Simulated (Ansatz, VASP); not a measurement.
# Two plane-wave programs on O

```xyz
2
Lattice="1.4421 0.8326 3.4532 -1.4421 0.8326 3.4532 0.0000 -1.6652 3.4532" Properties=species:S:1:pos:R:3 pbc="T T T"
O     0.0000    0.0000    0.5977
O     0.0000    0.0000    9.7617
```

Change from the starting cell: volume scaled by 1.04, PAW files.

Alike in both runs: task electric field gradients; functional PBEsol; k mesh 10 × 10 × 10; occupations fermi-dirac, width 0.02 eV; no spin polarisation.

|  | VASP | Ansatz |
| --- | --- | --- |
| version | VASP 6.6.1 | Ansatz 0.2.0 |
| potentials or method | VASP PAW PBE potentials, release 64 (O) | PAW with Ansatz's default frozen-core files, scalar-relativistic |
| plane-wave cutoff (eV) | 520 | 420 |
| valence electrons in the cell | 12 | 12 |

Ansatz gave:

| Item | Value |
| --- | --- |
| pressure (GPa) | -2.1 |
| traceless stress, the component that is largest in VASP (GPa) | 12.43 |
| rms of the force components (eV/Å) | 0.488 |
| size of Vzz on the site where it differs most (V/Å²) | 119.6 |

Question: Which values does VASP return?

Answer: Pressure (GPa): 1.6; traceless stress, the component that is largest in VASP (GPa): 20.54; rms of the force components (eV/Å): 1.411; size of Vzz on the site where it differs most (V/Å²): 120.7.

VASP's potentials were made for PBE, not for PBEsol. Atom by atom the forces differ by 0.923 eV/Å (rms over components). With one functional, cell and mesh, what is left measures potentials, basis and numerics.

Noted on VASP's run: the standard files for N, O and F lose accuracy on very short bonds; spin is off for a triplet molecule.
